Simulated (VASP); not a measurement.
Wanted: the native input for a VASP 6.6.1 run.

```
Task                   : single point
Functional             : r2SCAN
Potentials or basis    : VASP PAW PBE potentials, release 64 (Nb_sv, B)
Cutoff                 : 520 eV
k mesh                 : 7 × 7 × 10
Occupations            : fermi-dirac, width 0.05 eV
Spin                   : no spin polarisation
Hubbard terms          : Nb d U = 3.0 eV
Dipole correction      : no
Further INCAR settings : ALGO = Normal; EDIFF = 1e-06; NBANDS = 22
```

Nb2B:

```xyz
3
Lattice="4.4076 0.0000 0.0000 -2.2038 3.8171 0.0000 0.0000 0.0000 2.6686" Properties=species:S:1:pos:R:3 pbc="T T T"
Nb    0.0000    2.5447    1.3343
Nb    2.2038    1.2724    1.3343
B     0.0000    0.0000    0.0000
```

One way to write it, as run:

POSCAR

```
Nb2B
1.0
    4.4076000000      0.0000000000      0.0000000000
   -2.2038000000      3.8171000000      0.0000000000
    0.0000000000      0.0000000000      2.6685500000
Nb B
2 1
Direct
    0.3333300000      0.6666700000      0.5000000000
    0.6666700000      0.3333300000      0.5000000000
    0.0000000000      0.0000000000      0.0000000000
```

INCAR.step1

```
  PREC = Accurate
  ENCUT = 520
  ISMEAR = -1
  SIGMA = 0.05
  LREAL = F
  LASPH = T
  NELM = 150
  LMAXMIX = 4
  LDAU = T
  LDAUTYPE = 2
  LDAUL = 2 -1
  LDAUU = 3 0
  LDAUJ = 0 0
  NBANDS = 22
  GGA = PE
  ALGO = Normal
  EDIFF = 1E-4
  LWAVE = T
  LCHARG = F
```

INCAR.step2

```
  PREC = Accurate
  ENCUT = 520
  EDIFF = 1E-6
  ISMEAR = -1
  SIGMA = 0.05
  LREAL = F
  LASPH = T
  NELM = 150
  ALGO = Normal
  ISIF = 2
  LWAVE = F
  LCHARG = T
  LMAXMIX = 4
  LDAU = T
  LDAUTYPE = 2
  LDAUL = 2 -1
  LDAUU = 3 0
  LDAUJ = 0 0
  LDAUPRINT = 1
  METAGGA = R2SCAN
  LMIXTAU = T
  LELF = T
  LVHAR = T
  NBANDS = 22
  ISTART = 1
```

KPOINTS

```
Automatic mesh
0
Gamma
  7 7 10
```

Potentials or basis: VASP PAW PBE potentials, release 64 (Nb_sv, B).

Command:

```console
$ cat potpaw_PBE.64/Nb_sv/POTCAR potpaw_PBE.64/B/POTCAR > POTCAR
$ cp INCAR.step1 INCAR
$ mpirun -np 1 vasp_std > vasp.out
$ cp INCAR.step2 INCAR
$ mpirun -np 1 vasp_std > vasp.out
```

Results of the run:

```json
{
  "Pressure": "5.9 GPa",
  "Band gap on the k mesh": "zero (an odd number of electrons rules out a gap without spin polarisation)"
}
```

Caveat: the cell stands under pressure; the PAW data sets were made with another functional, which shifts forces and pressure a little; U without spin polarisation on a metal has little footing; the U is typed as a test and isn't derived for this compound.

Run time: 2.3 min on 1 thread of Intel(R) Xeon(R) 6975P-C (Granite Rapids) (shared host), peak memory 0.22 GiB.
